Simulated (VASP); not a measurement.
# Si2W (P6_222) in VASP: further runs, part 2 of 2

VASP 6.6.1.

### 3 Single point, LDA+U

File INCAR:

```
  PREC = Accurate
  ENCUT = 520
  EDIFF = 1E-6
  ISMEAR = -1
  SIGMA = 0.05
  LREAL = False
  LASPH = True
  NELM = 150
  ALGO = Normal
  ISIF = 2
  LWAVE = False
  LCHARG = False
  LMAXMIX = 4
  LDAU = True
  LDAUTYPE = 2
  LDAUL = 2 -1
  LDAUU = 8 0
  LDAUJ = 0 0
  LDAUPRINT = 1
  NBANDS = 43
```

File KPOINTS:

```
regular mesh
0
Gamma
  5 5 3
```

File POSCAR:

```
Si2W
1.0
    4.6168523821      0.0000000000      0.0000000000
   -2.3084261911      3.9983114484      0.0000000000
    0.0000000000      0.0000000000      6.6532220000
W Si
3 6
Direct
    0.5000000000      0.0000000000      0.5000000000
    0.5000000000      0.5000000000      0.8333333333
    0.0000000000      0.5000000000      0.1666666667
    0.3272520000      0.1636260000      0.1666666667
    0.8363740000      0.1636260000      0.8333333333
    0.1636260000      0.3272520000      0.5000000000
    0.6727480000      0.8363740000      0.1666666667
    0.1636260000      0.8363740000      0.8333333333
    0.8363740000      0.6727480000      0.5000000000
```

Potentials or basis: VASP PAW LDA potentials, release 64 (W_sv, Si).

Command:

```sh
> cat potpaw_LDA.64/W_sv/POTCAR potpaw_LDA.64/Si/POTCAR > POTCAR
> mpirun -np 1 vasp_std > vasp.out
```

OUTCAR:

```text
PREC = Accurate
   ENCUT = 520
   EDIFF = 1E-6
   ISMEAR = -1
   LREAL = False
   LASPH = True
   NELM = 150
   ISIF = 2

 ion  position               nearest neighbor table
   1  0.500  0.000  0.500-   5 2.59   8 2.59   7 2.59   4 2.59   6 2.65   9 2.65   9 2.65   6 2.65
                             6 2.69   9 2.69   3 3.20   3 3.20   2 3.20   2 3.20
   2  0.500  0.500  0.833-   6 2.59   9 2.59   7 2.59   4 2.59   8 2.65   5 2.65   8 2.65   5 2.65
                             8 2.69   5 2.69   1 3.20   1 3.20   3 3.20   3 3.20
   3  0.000  0.500  0.167-   6 2.59   9 2.59   8 2.59   5 2.59   4 2.65   7 2.65   7 2.65   4 2.65
                             7 2.69   4 2.69   1 3.20   1 3.20   2 3.20   2 3.20
   4  0.327  0.164  0.167-   6 2.57   8 2.57   1 2.59   2 2.59   7 2.62   3 2.65   3 2.65   3 2.69
                             7 2.69   7 2.69
   5  0.836  0.164  0.833-   6 2.57   7 2.57   1 2.59   3 2.59   8 2.62   2 2.65   2 2.65   2 2.69
                             8 2.69   8 2.69
   6  0.164  0.327  0.500-   5 2.57   4 2.57   2 2.59   3 2.59   9 2.62   1 2.65   1 2.65   1 2.69
                             9 2.69   9 2.69
   7  0.673  0.836  0.167-   9 2.57   5 2.57   1 2.59   2 2.59   4 2.62   3 2.65   3 2.65   3 2.69
                             4 2.69   4 2.69
   8  0.164  0.836  0.833-   9 2.57   4 2.57   1 2.59   3 2.59   5 2.62   2 2.65   2 2.65   2 2.69
                             5 2.69   5 2.69
   9  0.836  0.673  0.500-   8 2.57   7 2.57   2 2.59   3 2.59   6 2.62   1 2.65   1 2.65   1 2.69
                             6 2.69   6 2.69

  LATTYP: Found a hexagonal cell.
 ALAT       =     4.6168523821
 C/A-ratio  =     1.4410731488

  Lattice vectors:

 A1 = (   4.6168523821,   0.0000000000,   0.0000000000)
 A2 = (  -2.3084261911,   3.9983114484,   0.0000000000)
 A3 = (   0.0000000000,   0.0000000000,   6.6532220000)

Analysis of symmetry for initial positions (statically):
=====================================================================
 Subroutine PRICEL returns:
 Original cell was already a primitive cell.

 Routine SETGRP: Setting up the symmetry group for a
 hexagonal supercell.

 Subroutine GETGRP returns: Found 12 space group operations
 (whereof  4 operations were pure point group operations)
 out of a pool of 24 trial point group operations.

The static configuration has the point symmetry D_2 .
 The point group associated with its full space group is D_6 .

Analysis of symmetry for dynamics (positions and initial velocities):
=====================================================================
 Subroutine PRICEL returns:
 Original cell was already a primitive cell.

 Routine SETGRP: Setting up the symmetry group for a
 hexagonal supercell.

 Subroutine GETGRP returns: Found 12 space group operations
 (whereof  4 operations were pure point group operations)
 out of a pool of 24 trial point group operations.

The dynamic configuration has the point symmetry D_2 .
 The point group associated with its full space group is D_6 .

[... 112 lines left out ...]
   ISMEAR =    -1;   SIGMA  =   0.05  broadening in eV -4-tet -1-fermi 0-gaus
   EFERMI_NEDOS =   21; number of points for ismear=-14 and -15
   IALGO  =     38    algorithm
   IMIX   =      4    mixing-type and parameters
     AMIX     =   0.40;   BMIX     =  1.00
     AMIX_MAG =   1.60;   BMIX_MAG =  1.00
  volume/ion in A,a.u.               =      13.65        92.09
  Fermi-wavevector in a.u.,A,eV,Ry     =   1.330979  2.515186 24.102797  1.771506
  Thomas-Fermi vector in A             =   2.460025
   LORBIT       =      0    0 simple, 1 ext, 2 COOP (PROOUT), +10 PAW based schemes
 LDA+U is selected, type is set to LDAUTYPE =  2
   angular momentum for each species LDAUL =     2   -1
   U (eV)           for each species LDAUU =   8.0  0.0
   J (eV)           for each species LDAUJ =   0.0  0.0
   GGA     = CA    functional components
   LHFCALC =     F    Hartree Fock is set to
   AEXX    =    0.0000 exact exchange contribution
   IVDW    =     0    specifies the selected vdW correction
   LEPSILON=     F    determine dielectric tensor
   LRPA    =     F    only Hartree local field effects (RPA)
 non-spin polarized calculation
  energy-cutoff  :      520.00
  volume of cell :      122.82
 maximum number of plane-waves:      3343
 NGX is ok and might be reduce to    36
   NGX = 17   NGY = 17   NGZ = 25

atom =   1  type =  1  l = 2

 onsite density matrix

spin component  1
[... 83 lines left out ...]
  o =  0.2444  v = -0.0000 -0.5000 -0.0000 -0.8660 -0.0000  0.0000  0.0000  0.0000  0.0000  0.0000      0.0000  0.0000  0.0000  0.0000  0.0000  0.0000  0.0000  0.0000  0.0000  0.0000
  o =  0.2444  v =  0.0000  0.0000  0.0000  0.0000  0.0000 -0.0000 -0.5000 -0.0000 -0.8660 -0.0000      0.0000  0.0000  0.0000  0.0000  0.0000  0.0000  0.0000  0.0000  0.0000  0.0000
  o =  0.3009  v =  0.0000  0.0000  0.0000  0.0000  0.0000  0.7708  0.0000  0.4558 -0.0000  0.4450      0.0000  0.0000  0.0000  0.0000  0.0000  0.0000  0.0000  0.0000  0.0000  0.0000
  o =  0.3009  v =  0.7708  0.0000  0.4558 -0.0000  0.4450  0.0000  0.0000  0.0000  0.0000  0.0000      0.0000  0.0000  0.0000  0.0000  0.0000  0.0000  0.0000  0.0000  0.0000  0.0000
  o =  0.3669  v = -0.5000  0.0000  0.0000 -0.0000  0.8660  0.0000  0.0000  0.0000  0.0000  0.0000      0.0000  0.0000  0.0000  0.0000  0.0000  0.0000  0.0000  0.0000  0.0000  0.0000
  o =  0.3669  v =  0.0000  0.0000  0.0000  0.0000  0.0000 -0.5000  0.0000  0.0000 -0.0000  0.8660      0.0000  0.0000  0.0000  0.0000  0.0000  0.0000  0.0000  0.0000  0.0000  0.0000
  o =  0.3809  v =  0.0000  0.0000  0.0000  0.0000  0.0000  0.0000  0.8660 -0.0000 -0.5000 -0.0000      0.0000  0.0000  0.0000  0.0000  0.0000  0.0000  0.0000  0.0000  0.0000  0.0000
  o =  0.3809  v =  0.0000  0.8660 -0.0000 -0.5000 -0.0000  0.0000  0.0000  0.0000  0.0000  0.0000      0.0000  0.0000  0.0000  0.0000  0.0000  0.0000  0.0000  0.0000  0.0000  0.0000
  o =  0.4591  v = -0.3947  0.0000  0.8901 -0.0000 -0.2279  0.0000  0.0000  0.0000  0.0000  0.0000      0.0000  0.0000  0.0000  0.0000  0.0000  0.0000  0.0000  0.0000  0.0000  0.0000
  o =  0.4591  v =  0.0000  0.0000  0.0000  0.0000  0.0000 -0.3947  0.0000  0.8901 -0.0000 -0.2279      0.0000  0.0000  0.0000  0.0000  0.0000  0.0000  0.0000  0.0000  0.0000  0.0000

 number of electron      66.0000007 magnetization

 Free energy of the ion-electron system (eV)
  ---------------------------------------------------
  ext. energy  EPLUGINS =         0.00000000
  ---------------------------------------------------
  free energy    TOTEN  =       -54.08915901 eV

  energy without entropy =      -54.08894465  energy(sigma->0) =      -54.08905183

 E-fermi :  12.3692     XC(G=0): -12.6017

 val. band max:       12.0569402426   @ k =   0.0000   0.0000   0.3333
 cond. band min:      12.6890263719   @ k =   0.2000   0.2000   0.0000
 fundamental gap:      0.6320861294
 Fermi energy:        12.3691943032

 k-point     1 :       0.0000    0.0000    0.0000
  band No.  band energies     occupation
      1     -62.3184      2.00000
      2     -62.3065      2.00000
      3     -62.3065      2.00000
      4     -26.8885      2.00000
      5     -26.8778      2.00000
      6     -26.8778      2.00000
[... 449 lines left out ...]
     42      15.2832      0.00000
     43      15.8701      0.00000

------------------------ aborting loop because EDIFF is reached ----------------------------------------

  FORCE on cell =-STRESS in cart. coord.  units (eV):
  Direction    XX          YY          ZZ          XY          YZ          ZX
  --------------------------------------------------------------------------------------
  -------------------------------------------------------------------------------------
  Total       -0.4593147     -0.4593147     -1.5186535      0.0000000      0.0000000      0.0000000
  in kB       -5.9919240     -5.9919240    -19.8113768      0.0000000      0.0000000      0.0000000
  external PRESSURE =     -10.5984082 kB  Pullay stress =       0.0000000 kB

 VOLUME and BASIS-vectors are now :
 -----------------------------------------------------------------------------
  energy-cutoff  :      520.00
  volume of cell :      122.82
      direct lattice vectors                 reciprocal lattice vectors
     4.616852382  0.000000000  0.000000000     0.216597785  0.125052790  0.000000000
    -2.308426191  3.998311448  0.000000000     0.000000000  0.250105579  0.000000000
     0.000000000  0.000000000  6.653222000     0.000000000  0.000000000  0.150303116

 POSITION                                       TOTAL-FORCE (eV/Angst)
 -----------------------------------------------------------------------------------
      2.30843      0.00000      3.32661         0.000000     -0.000000     -0.000000
      1.15421      1.99916      5.54435         0.000000     -0.000000      0.000000
     -1.15421      1.99916      1.10887         0.000000     -0.000000     -0.000000
      1.13316      0.65423      1.10887        -0.090947     -0.052508      0.000000
      3.48370      0.65423      5.54435         0.090947     -0.052508      0.000000
     -0.00000      1.30846      3.32661         0.000000     -0.105017     -0.000000
      1.17527      3.34408      1.10887         0.090947      0.052508      0.000000
     -1.17527      3.34408      5.54435        -0.090947      0.052508      0.000000
      2.30843      2.68986      3.32661        -0.000000      0.105017     -0.000000
 -----------------------------------------------------------------------------------
    total drift:                               -0.000000     -0.000000      0.000000

  FREE ENERGIE OF THE ION-ELECTRON SYSTEM (eV)
  ---------------------------------------------------
  free  energy   TOTEN  =       -54.0891590125 eV

  energy  without entropy=      -54.0889446539  energy(sigma->0) =      -54.08905183
```

It took 98 s on 1 thread of Intel Xeon Platinum 8259CL at 2.50GHz (Skylake/Cascade Lake), shared host; peak memory 0.21 GiB.

What came out:

```
Free energy            : -54.0892 eV
Pressure               : -1.1 GPa
Largest force          : 0.105 eV/Å
Band gap on the k mesh : 0.63 eV, indirect (least direct gap 1.27 eV)
```

Forces on the atoms (eV/Å):
```
W    0.000  0.000  0.000
W    0.000  0.000  0.000
W    0.000  0.000  0.000
Si  -0.091 -0.053  0.000
Si   0.091 -0.053  0.000
Si   0.000 -0.105  0.000
Si   0.091  0.053  0.000
Si  -0.091  0.053  0.000
Si   0.000  0.105  0.000
```

Eigenvalues of the final occupation matrices:
```csv
site,spin,trace,eigenvalues
site 1 d,1,1.75,0.24 0.30 0.37 0.38 0.46
site 1 d,2,1.75,0.24 0.30 0.37 0.38 0.46
site 2 d,1,1.75,0.24 0.30 0.37 0.38 0.46
site 2 d,2,1.75,0.24 0.30 0.37 0.38 0.46
site 3 d,1,1.75,0.24 0.30 0.37 0.38 0.46
site 3 d,2,1.75,0.24 0.30 0.37 0.38 0.46
```

Caveat: spin-orbit coupling is left out, which moves the levels of the heavy elements; the U is typed as a test and isn't derived for this compound. A k mesh can miss the band edges.

### 4 Single point, PBE

This run uses another cell than the first one, of 13.92 Å³/atom, 1.020 times its volume.

File INCAR:

```
  PREC = Accurate
  ENCUT = 520
  EDIFF = 1E-7
  ISMEAR = -1
  SIGMA = 0.05
  LREAL = F
  LASPH = T
  NELM = 100
  ALGO = Normal
  ISIF = 2
  LWAVE = F
  LCHARG = F
  GGA = PE
  NBANDS = 43
```

KPOINTS is that of step 3.

File POSCAR:

```
Si2W
1.0
    4.6630209059      0.0000000000      0.0000000000
   -2.3315104530      4.0382945629      0.0000000000
    0.0000000000      0.0000000000      6.6532220000
W Si
3 6
Direct
    0.5000000000      0.0000000000      0.5000000000
    0.5000000000      0.5000000000      0.8333333333
    0.0000000000      0.5000000000      0.1666666667
    0.3274780310      0.1637390155      0.1666666667
    0.8362609845      0.1637390155      0.8333333333
    0.1637390155      0.3274780310      0.5000000000
    0.6725219690      0.8362609845      0.1666666667
    0.1637390155      0.8362609845      0.8333333333
    0.8362609845      0.6725219690      0.5000000000
```

Potentials or basis: VASP PAW PBE potentials, release 64 (W_sv, Si).

Command:

```sh
> cat potpaw_PBE.64/W_sv/POTCAR potpaw_PBE.64/Si/POTCAR > POTCAR
> mpirun -np 1 vasp_std > vasp.out
```

Run time: 29 s. Hardware: 1 thread of Intel Xeon 6975P-C (Granite Rapids), shared host; peak memory 0.24 GiB.

Results (log left out):

```
Free energy            : -73.8045 eV
Pressure               : -4.5 GPa
Largest force          : 0.004 eV/Å
Band gap on the k mesh : 0.35 eV, indirect (least direct gap 0.85 eV)
```

Forces in eV/Å, atoms in the order of the input:
```
W    0.000  0.000  0.000
W    0.000  0.000  0.000
W    0.000  0.000  0.000
Si  -0.003 -0.002  0.000
Si   0.003 -0.002  0.000
Si   0.000 -0.004  0.000
Si   0.003  0.002  0.000
Si  -0.003  0.002  0.000
Si   0.000  0.004  0.000
```

Stress tensor (GPa, compression positive):
```
-5.03  0.00  0.00
 0.00 -5.03  0.00
 0.00  0.00 -3.45
```

Levels at points of the mesh, in eV from the valence-band top:
```tsv
k point	band 31	band 32	band 33	band 34	band 35	band 36
(0.00, 0.00, 0.00)	-2.86	-2.40	-0.68	2.36	2.36	2.39
```

Caveat: spin-orbit coupling is left out, which moves the levels of the heavy elements.

### 5 The runs side by side

| level | potentials or basis | U | cell | gap on the mesh (eV) | pressure (GPa) | largest force (eV/Å) |
| --- | --- | --- | --- | --- | --- | --- |
| LDA+U | VASP PAW LDA potentials, release 64 (W_sv, Si) | W d U = 6.0 eV | a = 4.617, b = 4.617, c = 6.653 Å, angles 90.0, 90.0, 120.0°, 9 atoms | 0.53 | -3.2 | 0.06 |
| LDA+U | VASP PAW LDA potentials, release 64 (W_sv, Si) | W d U = 8.0 eV | a = 4.617, b = 4.617, c = 6.653 Å, angles 90.0, 90.0, 120.0°, 9 atoms | 0.63 | -1.1 | 0.11 |
| PBE | VASP PAW PBE potentials, release 64 (W_sv, Si) | - | a = 4.663, b = 4.663, c = 6.653 Å, angles 90.0, 90.0, 120.0°, 9 atoms | 0.35 | -4.5 | - |

Alike in all rows: task single point; no spin polarisation; k mesh 5 × 5 × 3; cutoff (eV) 520; smearing fermi-dirac 0.05 eV.

Caveats: spin-orbit coupling is left out, which moves the levels of the heavy elements; the U is typed as a test and isn't derived for this compound (some runs).

Absolute energies hang on the potentials; compare differences alone.
